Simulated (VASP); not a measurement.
## C8O15F (a cell with a defect): single point with PBE

System: C8O15F (a cell with a defect).

```
CELL_PARAMETERS angstrom
0.00000 4.77476 6.58717
0.00000 -4.77476 6.58717
5.27182 0.00000 -6.58717
ATOMIC_POSITIONS crystal
C 0.99580 0.99708 0.99548
C 0.50032 0.50160 0.00452
C 0.51082 0.00426 0.50000
C 0.99436 0.49941 0.50000
C 0.48950 0.50211 0.50000
C 0.01254 0.99653 0.50000
C 0.00057 0.50215 0.00292
C 0.49765 0.99922 0.99708
F 0.49838 0.86033 0.50000
O 0.05446 0.34886 0.50000
O 0.09364 0.89893 0.07806
O 0.51558 0.32086 0.92194
O 0.51905 0.13975 0.50000
O 0.93416 0.65013 0.50000
O 0.89750 0.09533 0.91252
O 0.48499 0.68281 0.08748
O 0.34672 0.49937 0.50000
O 0.86308 0.06266 0.50000
O 0.83486 0.52439 0.97012
O 0.36474 0.05427 0.02988
O 0.63215 0.50565 0.50000
O 0.16228 0.93010 0.50000
O 0.16660 0.48027 0.03634
O 0.63026 0.94392 0.96366
```

```json
{"Program": "VASP 6.6.1", "Task": "single point", "Functional": "PBE", "Potentials or basis": "VASP PAW PBE potentials, release 64 (C, F, O)", "Cutoff": "520 eV", "k mesh": "4 × 4 × 4", "Occupations": "fermi-dirac, width 0.01 eV", "Spin": "no spin polarisation", "Dipole correction": "no", "Charge": "1", "Further INCAR settings": "LREAL = Auto; ALGO = Normal; EDIFF = 1e-07; NBANDS = 82; NELECT = 128.0"}
```

| Item | Value |
| --- | --- |
| Largest force | 0.978 eV/Å |

Forces on the atoms (eV/Å):
```
C   -0.012 -0.020  0.006
C    0.012 -0.020  0.006
C    0.000  0.084 -0.095
C    0.000 -0.016  0.005
C    0.000  0.018  0.014
C    0.000  0.016  0.011
C    0.001  0.012  0.006
C   -0.001  0.012  0.006
F    0.000  0.440 -0.721
O    0.000  0.550 -0.325
O    0.243  0.509 -0.291
O   -0.243  0.509 -0.291
O    0.000 -0.530  0.822
O    0.000 -0.534  0.318
O   -0.239 -0.493  0.280
O    0.239 -0.493  0.280
O    0.000 -0.364 -0.523
O    0.000 -0.570 -0.305
O   -0.092 -0.487 -0.392
O    0.092 -0.487 -0.392
O    0.000  0.357  0.507
O    0.000  0.549  0.294
O    0.093  0.479  0.388
O   -0.093  0.479  0.388
```

Levels at points of the mesh, in eV from the Fermi level:
| k point | band 62 | band 63 | band 64 | band 65 | band 66 | band 67 |
| --- | --- | --- | --- | --- | --- | --- |
| (0.00, 0.00, 0.00) | -0.39 | -0.36 | -0.31 | 4.24 | 4.31 | 5.22 |
| (0.50, 0.00, 0.00) | -0.49 | -0.47 | -0.42 | 4.27 | 4.37 | 5.35 |
| (0.00, 0.50, 0.00) | -0.47 | -0.40 | -0.35 | 4.27 | 4.37 | 5.41 |
| (0.50, 0.50, 0.00) | -0.45 | -0.42 | -0.38 | 4.33 | 4.40 | 5.37 |
| (0.00, 0.00, 0.50) | -0.51 | -0.42 | -0.37 | 4.31 | 4.41 | 5.31 |
| (0.50, 0.50, 0.50) | -0.47 | -0.46 | -0.36 | 4.27 | 4.31 | 5.45 |

Run time: 36 min on 1 thread of Intel(R) Xeon(R) Platinum 8259CL CPU @ 2.50GHz (Skylake/Cascade Lake), on a shared host, peak memory 0.79 GiB.

Caveat: the cell carries a net charge on a neutralising background, which shifts energy and pressure; the cell is charged against a uniform background, so pressure and absolute levels hang on convention.
